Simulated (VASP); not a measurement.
## Sn2As3: relaxation of cell and atoms with PBE

Crystal: Sn2As3.

```
CELL_PARAMETERS angstrom
4.01180 0.00000 0.00000
-2.00590 3.47432 0.00000
0.00000 0.00000 9.27424
ATOMIC_POSITIONS crystal
Sn 0.33333 0.66667 0.18363
Sn 0.66667 0.33333 0.81637
As 0.00000 0.00000 0.00000
As 0.33333 0.66667 0.56875
As 0.66667 0.33333 0.43125
```

```
Program                : VASP 6.6.1
Task                   : relaxation of cell and atoms
Functional             : PBE
Potentials or basis    : VASP PAW PBE potentials, release 64 (Sn_d, As)
Cutoff                 : 600 eV
k mesh                 : 12 × 12 × 4
Occupations            : gaussian, width 0.1 eV
Spin                   : no spin polarisation
Dipole correction      : no
Further INCAR settings : ALGO = Normal; EDIFF = 1e-07; IBRION = 2; EDIFFG = -0.01; NSW = 100; ISIF = 3
```

```yaml
Relaxed_volume: 25.50 Å³/atom
Relaxed_cell: a = 3.900 Å, b = 3.900 Å, c = 9.678 Å, α = 90.00°, β = 90.00°, γ = 120.00°
Space_group_after_relaxing_to_0.1_Å: P-3m1 (No. 164)
Energy_gained_by_relaxing: 7.2 meV/atom
Ionic_steps: 17
Pressure_after_relaxing: 0.0 GPa
Largest_force_after_relaxing: 0.006 eV/Å
Band_gap_on_the_k_mesh: zero (an odd number of electrons rules out a gap without spin polarisation)
```

Forces on the atoms (eV/Å):
```
Sn   0.000  0.000  0.005
Sn   0.000  0.000 -0.005
As   0.000  0.000  0.000
As   0.000  0.000  0.006
As   0.000  0.000 -0.006
```

Step by step:
| step | energy change (eV) | largest force (eV/Å) | pressure (GPa) | volume (Å³) |
| --- | --- | --- | --- | --- |
| 1 | 0.0000 | 0.1461 | -0.05 | 129.27 |
| 2 | -0.0095 | 0.1124 | -0.20 | 129.11 |
| 3 | -0.0274 | 0.0908 | -0.61 | 128.58 |
| 4 | -0.0280 | 0.1253 | -0.72 | 128.43 |
| 5 | -0.0324 | 0.1041 | -0.20 | 126.96 |
| 6 | -0.0326 | 0.0981 | -0.06 | 126.57 |
| 7 | -0.0334 | 0.0763 | 0.01 | 126.60 |
| 8 | -0.0342 | 0.0358 | 0.13 | 126.66 |
| 9 | -0.0343 | 0.0233 | 0.17 | 126.67 |
| 10 | -0.0348 | 0.0169 | 0.01 | 127.17 |
| 11 | -0.0349 | 0.0163 | -0.09 | 127.50 |
| 12 | -0.0353 | 0.0034 | -0.05 | 127.49 |
| 13 | -0.0356 | 0.0156 | 0.02 | 127.47 |
| 14 | -0.0357 | 0.0242 | 0.05 | 127.47 |
| 15 | -0.0358 | 0.0030 | -0.07 | 127.70 |
| 16 | -0.0358 | 0.0056 | -0.05 | 127.66 |
| 17 | -0.0359 | 0.0056 | 0.00 | 127.49 |

Final structure:
```
CELL_PARAMETERS angstrom
3.90025 0.00000 0.00000
-1.95013 3.37772 0.00000
0.00000 0.00000 9.67768
ATOMIC_POSITIONS crystal
Sn 0.33333 0.66667 0.18243
Sn 0.66667 0.33333 0.81757
As 0.00000 0.00000 0.00000
As 0.33333 0.66667 0.57083
As 0.66667 0.33333 0.42917
```

Levels at points of the mesh, in eV from the Fermi level:
| k point | band 19 | band 20 | band 21 | band 22 | band 23 | band 24 | band 25 |
| --- | --- | --- | --- | --- | --- | --- | --- |
| (0.00, 0.00, 0.00) | -0.39 | -0.32 | -0.32 | 1.48 | 1.48 | 2.21 | 2.34 |
| (0.50, 0.00, 0.00) | -2.38 | -2.02 | -1.84 | -1.43 | 0.90 | 0.96 | 1.98 |
| (0.00, 0.00, 0.50) | -0.31 | -0.31 | -0.13 | 1.45 | 1.45 | 1.68 | 2.75 |
| (0.50, 0.00, 0.50) | -3.13 | -1.97 | -0.89 | 0.22 | 0.36 | 0.77 | 1.91 |

Wall time 23 min on 1 thread of Intel(R) Xeon(R) 6975P-C (Granite Rapids) (shared host), peak memory 0.45 GiB.

Caveat: spin-orbit coupling is left out, which moves the levels of the heavy elements.
